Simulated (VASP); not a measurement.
# Ge (P4_32_12) in VASP: notebook

The runs below take Ge through single point, with PBE, LDA, PBEsol.

All numbers are computed with VASP 6.6.1; they aren't measurements. Logs are shortened: lines on timing, memory, paths and dates and some standing lists are left out, and cuts for length are marked.

**What was measured.**

“Properties of the exotic metastable ST12 germanium allotrope”, 2017, pmc:5216117 reports, for a powder of Ge: band gap 0.74 ± 0.02 eV (optical).

How close the calculation comes is told below.

### Step 1. The cell of the first run

It takes space group P4_32_12 (No. 96, tetragonal). The conventional cell has a = 6.022 Å, b = 6.022 Å, c = 7.123 Å, α = 90.00°, β = 90.00°, γ = 90.00°. Within 3.3 Å of Ge (site symmetry 1) lie 4 Ge at 2.52 to 2.55 Å. Within 3.3 Å of Ge (site symmetry 2) lie 4 Ge at 2.52 to 2.53 Å.

### Step 2. Single point, PBE

The input, INCAR:

```
SYSTEM = Ge
ALGO = Normal
EDIFF = 1E-7
ENCUT = 520
GGA = PE
ISIF = 2
ISMEAR = -1
LASPH = .True.
LCHARG = .True.
LELF = .True.
LREAL = .False.
LVHAR = .True.
LWAVE = .False.
NBANDS = 96
NELM = 80
PREC = Accurate
SIGMA = 0.05
```

The input, KPOINTS:

```
k-points
0
Gamma
  5 5 4
  0 0 0
```

The input, POSCAR:

```
Ge
1.0
    6.0222391392      0.0000000000      0.0000000000
    0.0000000000      6.0222391392      0.0000000000
    0.0000000000      0.0000000000      7.1229284613
Ge
12
Direct
    0.3702709369      0.1705841621      0.7480472997
    0.3294158379      0.8702709369      0.4980472997
    0.6297290631      0.8294158379      0.2480472997
    0.6705841621      0.1297290631     -0.0019527003
    0.8702709369      0.3294158379      0.5019527003
    0.8294158379      0.6297290631      0.7519527003
    0.1297290631      0.6705841621      0.0019527003
    0.1705841621      0.3702709369      0.2519527003
    0.5867099077      0.4132900923      0.2500000000
    0.9132900923      0.9132900923      0.5000000000
    0.4132900923      0.5867099077      0.7500000000
    0.0867099077      0.0867099077      0.0000000000
```

Potentials or basis: VASP PAW PBE potentials, release 64 (Ge_d).

Started as:

```sh
$ cat potpaw_PBE.64/Ge_d/POTCAR > POTCAR
$ mpirun -np 1 vasp_std > vasp.out
```

OUTCAR:

```text
SYSTEM = Ge
   EDIFF = 1E-7
   ENCUT = 520
   GGA = PE
   ISIF = 2
   ISMEAR = -1
   LASPH = .True.
   LREAL = .False.
   NELM = 80
   PREC = Accurate

 ion  position               nearest neighbor table
   1  0.370  0.171  0.748-  11 2.52  12 2.53   2 2.55   4 2.55
   2  0.329  0.870  0.498-  10 2.52  11 2.53   1 2.55   3 2.55
   3  0.630  0.829  0.248-   9 2.52  10 2.53   2 2.55   4 2.55
   4  0.671  0.130  0.998-  12 2.52   9 2.53   1 2.55   3 2.55
   5  0.870  0.329  0.502-  10 2.52   9 2.53   6 2.55   8 2.55
   6  0.829  0.630  0.752-  11 2.52  10 2.53   5 2.55   7 2.55
   7  0.130  0.671  0.002-  12 2.52  11 2.53   6 2.55   8 2.55
   8  0.171  0.370  0.252-   9 2.52  12 2.53   5 2.55   7 2.55
   9  0.587  0.413  0.250-   3 2.52   8 2.52   5 2.53   4 2.53
  10  0.913  0.913  0.500-   2 2.52   5 2.52   3 2.53   6 2.53
  11  0.413  0.587  0.750-   1 2.52   6 2.52   2 2.53   7 2.53
  12  0.087  0.087  0.000-   4 2.52   7 2.52   1 2.53   8 2.53

  LATTYP: Found a simple tetragonal cell.
 ALAT       =     6.0222391392
 C/A-ratio  =     1.1827707762

  Lattice vectors:

 A1 = (   6.0222391392,   0.0000000000,   0.0000000000)
 A2 = (   0.0000000000,   6.0222391392,   0.0000000000)
 A3 = (   0.0000000000,   0.0000000000,   7.1229284613)

Analysis of symmetry for initial positions (statically):
=====================================================================
 Subroutine PRICEL returns:
 Original cell was already a primitive cell.

 Routine SETGRP: Setting up the symmetry group for a
 simple tetragonal supercell.

 Subroutine GETGRP returns: Found  8 space group operations
 (whereof  2 operations were pure point group operations)
 out of a pool of 16 trial point group operations.

The static configuration has the point symmetry C_2 .
 The point group associated with its full space group is D_4 .

Analysis of symmetry for dynamics (positions and initial velocities):
=====================================================================
 Subroutine PRICEL returns:
 Original cell was already a primitive cell.

 Routine SETGRP: Setting up the symmetry group for a
 simple tetragonal supercell.

 Subroutine GETGRP returns: Found  8 space group operations
 (whereof  2 operations were pure point group operations)
 out of a pool of 16 trial point group operations.

The dynamic configuration has the point symmetry C_2 .
 The point group associated with its full space group is D_4 .

 Subroutine INISYM returns: Found  8 space group operations
 (whereof  2 operations are pure point group operations),
 and found     1 'primitive' translations

----------------------------------------------------------------------------------------

                                     Primitive cell

  volume of cell :     258.3298

  direct lattice vectors                    reciprocal lattice vectors
     6.022239139  0.000000000  0.000000000     0.166051194  0.000000000  0.000000000
     0.000000000  6.022239139  0.000000000     0.000000000  0.166051194  0.000000000
     0.000000000  0.000000000  7.122928461     0.000000000  0.000000000  0.140391695

  length of vectors
     6.022239139  6.022239139  7.122928461     0.166051194  0.166051194  0.140391695

  position of ions in fractional coordinates (direct lattice)
     0.370270937  0.170584162  0.748047300
     0.329415838  0.870270937  0.498047300
     0.629729063  0.829415838  0.248047300
     0.670584162  0.129729063  0.998047300
     0.870270937  0.329415838  0.501952700
     0.829415838  0.629729063  0.751952700
     0.129729063  0.670584162  0.001952700
     0.170584162  0.370270937  0.251952700
     0.586709908  0.413290092  0.250000000
     0.913290092  0.913290092  0.500000000
     0.413290092  0.586709908  0.750000000
     0.086709908  0.086709908  0.000000000

  ion indices of the primitive-cell ions
   primitive index   ion index
                 1           1
                 2           2
                 3           3
                 4           4
                 5           5
                 6           6
                 7           7
                 8           8
                 9           9
                10          10
                11          11
                12          12

----------------------------------------------------------------------------------------

 KPOINTS: k-points

Automatic generation of k-mesh.
 Grid dimensions read from file:
 generate k-points for:    5    5    4

 Generating k-lattice:

  Cartesian coordinates                     Fractional coordinates (reciprocal lattice)
     0.033210239  0.000000000  0.000000000     0.200000000  0.000000000  0.000000000
     0.000000000  0.033210239  0.000000000     0.000000000  0.200000000  0.000000000
     0.000000000  0.000000000  0.035097924     0.000000000  0.000000000  0.250000000

  Length of vectors
     0.033210239  0.033210239  0.035097924

  Shift w.r.t. Gamma in fractional coordinates (k-lattice)
     0.000000000  0.000000000  0.000000000

 Subroutine IBZKPT returns following result:
 ===========================================

 Found     18 irreducible k-points:

 Following reciprocal coordinates:
            Coordinates               Weight
  0.000000  0.000000  0.000000      1.000000
  0.200000  0.000000  0.000000      4.000000
  0.400000  0.000000  0.000000      4.000000
  0.200000  0.200000  0.000000      4.000000
  0.400000  0.200000  0.000000      8.000000
  0.400000  0.400000  0.000000      4.000000
[... 10 lines left out ...]
  0.400000  0.200000  0.500000      8.000000
  0.400000  0.400000  0.500000      4.000000
   k-points           NKPTS =     18   k-points in BZ     NKDIM =     18   number of bands    NBANDS=     96
   number of dos      NEDOS =    301   number of ions     NIONS =     12
   total plane-waves  NPLWV = 124416
   dimension x,y,z NGX =    48 NGY =   48 NGZ =   54
   dimension x,y,z NGXF=    96 NGYF=   96 NGZF=  108
   ions per type =              12
   NGX,Y,Z   is equivalent  to a cutoff of  13.25, 13.25, 12.60 a.u.
   NGXF,Y,Z  is equivalent  to a cutoff of  26.50, 26.50, 25.21 a.u.
 SYSTEM =  Ge
   PREC   = accura    normal or accurate (medium, high low for compatibility)
   ISTART =      0    job   : 0-new  1-cont  2-samecut
   ICHARG =      2    charge: 1-file 2-atom 10-const
   ISPIN  =      1    spin polarized calculation?
   LNONCOLLINEAR =      F non collinear calculations
   LSORBIT =      F    spin-orbit coupling
   LASPH  =      T    aspherical Exc in radial PAW
   ENCUT  =  520.0 eV  38.22 Ry    6.18 a.u.  11.20 11.20 13.24*2*pi/ulx,y,z
   NELM   =     80;   NELMIN=  2; NELMDL= -5     # of ELM steps
   EDIFF  = 0.1E-06   stopping-criterion for ELM
   LREAL  =      F    real-space projection
   EDIFFG = 0.1E-05   stopping-criterion for IOM
   NSW    =      0    number of steps for IOM
   IBRION =     -1    ionic relax: 0-MD 1-quasi-New 2-CG
   NFREE  =      0    steps in history (QN), initial steepest desc. (CG)
   ISIF   =      2    stress and relaxation
   ISYM   =      2    0-nonsym 1-usesym 2-fastsym
   POTIM  = 0.5000    time-step for ionic-motion
   TEBEG  =    0.0;   TEEND  =   0.0 temperature during run
   PSTRESS=    0.0 pullay stress
   NELECT =     168.0000    total number of electrons
   NUPDOWN=      -1.0000    fix difference up-down
   EMIN   =  10.00;   EMAX   =-10.00  energy-range for DOS
   EFERMI =   0.00;   METHOD = LEGACY
   ISMEAR =    -1;   SIGMA  =   0.05  broadening in eV -4-tet -1-fermi 0-gaus
   EFERMI_NEDOS =   21; number of points for ismear=-14 and -15
   IALGO  =     38    algorithm
   IMIX   =      4    mixing-type and parameters
     AMIX     =   0.40;   BMIX     =  1.00
     AMIX_MAG =   1.60;   BMIX_MAG =  1.00
  volume/ion in A,a.u.               =      21.53       145.27
  Fermi-wavevector in a.u.,A,eV,Ry     =   1.418360  2.680311 27.371444  2.011744
  Thomas-Fermi vector in A             =   2.539493
   LORBIT       =      0    0 simple, 1 ext, 2 COOP (PROOUT), +10 PAW based schemes
   GGA     = PE    functional components
   LHFCALC =     F    Hartree Fock is set to
   AEXX    =    0.0000 exact exchange contribution
   IVDW    =     0    specifies the selected vdW correction
   LEPSILON=     F    determine dielectric tensor
   LRPA    =     F    only Hartree local field effects (RPA)
 non-spin polarized calculation
  energy-cutoff  :      520.00
  volume of cell :      258.33
 maximum number of plane-waves:      6980
 NGX is ok and might be reduce to    48
   NGX = 23   NGY = 23   NGZ = 27

 number of electron     168.0000151 magnetization

 Free energy of the ion-electron system (eV)
  ---------------------------------------------------
  ext. energy  EPLUGINS =         0.00000000
  ---------------------------------------------------
  free energy    TOTEN  =       -52.46116090 eV

  energy without entropy =      -52.46077053  energy(sigma->0) =      -52.46096571

 E-fermi :   5.0919     XC(G=0): -10.3905

 val. band max:        4.7782777641   @ k =   0.4000   0.2000   0.0000
 cond. band min:       5.3803950039   @ k =   0.4000   0.4000   0.0000
 fundamental gap:      0.6021172398
 Fermi energy:         5.0918869726

 k-point     1 :       0.0000    0.0000    0.0000
  band No.  band energies     occupation
      1     -19.4756      2.00000
      2     -19.4528      2.00000
      3     -19.4528      2.00000
      4     -19.4371      2.00000
      5     -19.4371      2.00000
      6     -19.4371      2.00000
[... 88 lines left out ...]
     95       9.4909      0.00000
     96       9.4909      0.00000

 k-point     2 :       0.2000    0.0000    0.0000
  band No.  band energies     occupation
      1     -19.4722      2.00000
      2     -19.4547      2.00000
      3     -19.4508      2.00000
      4     -19.4440      2.00000
      5     -19.4373      2.00000
      6     -19.4369      2.00000
[... 1573 lines left out ...]
     95       8.7784      0.00000
     96       8.7784      0.00000

 k-point    18 :       0.4000    0.4000    0.5000
  band No.  band energies     occupation
      1     -19.4607      2.00000
      2     -19.4607      2.00000
      3     -19.4582      2.00000
      4     -19.4582      2.00000
      5     -19.4320      2.00000
      6     -19.4320      2.00000
[... 88 lines left out ...]
     95       8.5863      0.00000
     96       8.5863      0.00000

------------------------ aborting loop because EDIFF is reached ----------------------------------------

  FORCE on cell =-STRESS in cart. coord.  units (eV):
  Direction    XX          YY          ZZ          XY          YZ          ZX
  --------------------------------------------------------------------------------------
  -------------------------------------------------------------------------------------
  Total       -0.0265805     -0.0265805     -0.0353607     -0.0000000     -0.0000000      0.0000000
  in kB       -0.1648536     -0.1648536     -0.2193093     -0.0000000     -0.0000000      0.0000000
  external PRESSURE =      -0.1830055 kB  Pullay stress =       0.0000000 kB

 VOLUME and BASIS-vectors are now :
 -----------------------------------------------------------------------------
  energy-cutoff  :      520.00
  volume of cell :      258.33
      direct lattice vectors                 reciprocal lattice vectors
     6.022239139  0.000000000  0.000000000     0.166051194  0.000000000  0.000000000
     0.000000000  6.022239139  0.000000000     0.000000000  0.166051194  0.000000000
     0.000000000  0.000000000  7.122928461     0.000000000  0.000000000  0.140391695

 POSITION                                       TOTAL-FORCE (eV/Angst)
 -----------------------------------------------------------------------------------
      2.22986      1.02730      5.32829         0.000045      0.003528      0.000307
      1.98382      5.24098      3.54756        -0.003528      0.000045      0.000307
      3.79238      4.99494      1.76682        -0.000045     -0.003528      0.000307
      4.03842      0.78126      7.10902         0.003528     -0.000045      0.000307
      5.24098      1.98382      3.57537         0.000045     -0.003528     -0.000307
      4.99494      3.79238      5.35611        -0.003528     -0.000045     -0.000307
      0.78126      4.03842      0.01391        -0.000045      0.003528     -0.000307
      1.02730      2.22986      1.79464         0.003528      0.000045     -0.000307
      3.53331      2.48893      1.78073         0.000108     -0.000108      0.000000
      5.50005      5.50005      3.56146        -0.000108     -0.000108      0.000000
      2.48893      3.53331      5.34220        -0.000108      0.000108     -0.000000
      0.52219      0.52219      0.00000         0.000108      0.000108      0.000000
 -----------------------------------------------------------------------------------
    total drift:                                0.000000     -0.000000      0.000000

  FREE ENERGIE OF THE ION-ELECTRON SYSTEM (eV)
  ---------------------------------------------------
  free  energy   TOTEN  =       -52.4611608995 eV

  energy  without entropy=      -52.4607705296  energy(sigma->0) =      -52.46096571
```

Wall time 8.6 min (1 thread of Intel Xeon Platinum 8375C at 2.90GHz (Ice Lake), shared host); peak memory 0.49 GiB.

Results:

| Quantity | Value |
| --- | --- |
| Free energy | -52.4612 eV |
| Pressure | 0.0 GPa |
| Largest force | 0.004 eV/Å |
| Band gap on the k mesh | 0.60 eV, indirect (least direct gap 0.61 eV) |

Forces on the atoms (eV/Å):
```
Ge   0.000  0.004  0.000
Ge  -0.004  0.000  0.000
Ge   0.000 -0.004  0.000
Ge   0.004  0.000  0.000
Ge   0.000 -0.004  0.000
Ge  -0.004  0.000  0.000
Ge   0.000  0.004  0.000
Ge   0.004  0.000  0.000
Ge   0.000  0.000  0.000
Ge   0.000  0.000  0.000
Ge   0.000  0.000  0.000
Ge   0.000  0.000  0.000
```

### Step 3. Single point, LDA

This run uses another cell than the first one, of 20.45 Å³/atom, 0.950 times its volume.

The input, INCAR:

```
  ALGO = Normal
  EDIFF = 1E-7
  ENCUT = 520
  GGA = CA
  ISIF = 2
  ISMEAR = -1
  LASPH = T
  LCHARG = T
  LELF = T
  LREAL = F
  LVHAR = T
  LWAVE = F
  NBANDS = 96
  NELM = 80
  PREC = Accurate
  SIGMA = 0.05
```

The input, KPOINTS:

```
k-points
0
Gamma
  5 5 4
```

The input, POSCAR:

```
Ge
1.0
    5.9300000000      0.0000000000      0.0000000000
    0.0000000000      5.9300000000      0.0000000000
    0.0000000000      0.0000000000      6.9800000000
Ge
12
Direct
    0.3750000000      0.1667000000      0.7500000000
    0.3333000000      0.8750000000      0.5000000000
    0.6250000000      0.8333000000      0.2500000000
    0.6667000000      0.1250000000      0.0000000000
    0.8750000000      0.3333000000      0.5000000000
    0.8333000000      0.6250000000      0.7500000000
    0.1250000000      0.6667000000      0.0000000000
    0.1667000000      0.3750000000      0.2500000000
    0.5750000000      0.4250000000      0.2500000000
    0.9250000000      0.9250000000      0.5000000000
    0.4250000000      0.5750000000      0.7500000000
    0.0750000000      0.0750000000      0.0000000000
```

Potentials or basis: VASP PAW LDA potentials, release 64 (Ge_d).

Started as:

```sh
$ cat potpaw_LDA.64/Ge_d/POTCAR > POTCAR
$ mpirun -np 1 vasp_std > vasp.out
```

Wall time 6.8 min (1 thread of Intel Xeon Platinum 8375C at 2.90GHz (Ice Lake), shared host); peak memory 0.43 GiB.

Results (log left out):

```
Free energy            : -60.7226 eV
Pressure               : -1.3 GPa
Largest force          : 0.825 eV/Å
Band gap on the k mesh : 0.63 eV, direct
```

Forces in eV/Å, atoms in the order of the input:
```
Ge  -0.316 -0.175  0.181
Ge   0.175 -0.316  0.181
Ge   0.316  0.175  0.181
Ge  -0.175  0.316  0.181
Ge  -0.316  0.175 -0.181
Ge   0.175  0.316 -0.181
Ge   0.316 -0.175 -0.181
Ge  -0.175 -0.316 -0.181
Ge   0.583 -0.583  0.000
Ge  -0.583 -0.583  0.000
Ge  -0.583  0.583  0.000
Ge   0.583  0.583  0.000
```

Stress tensor (GPa, compression positive):
```
-1.07  0.00  0.00
 0.00 -1.07  0.00
 0.00  0.00 -1.90
```

Levels at points of the mesh, in eV from the valence-band top:
```csv
k point,band 82,band 83,band 84,band 85,band 86,band 87
"(0.00, 0.00, 0.00)",-0.83,-0.83,-0.06,1.48,1.48,1.54
"(0.00, 0.00, 0.50)",-1.09,-0.59,-0.59,0.88,0.88,1.54
```

[end of part 1 of 2]
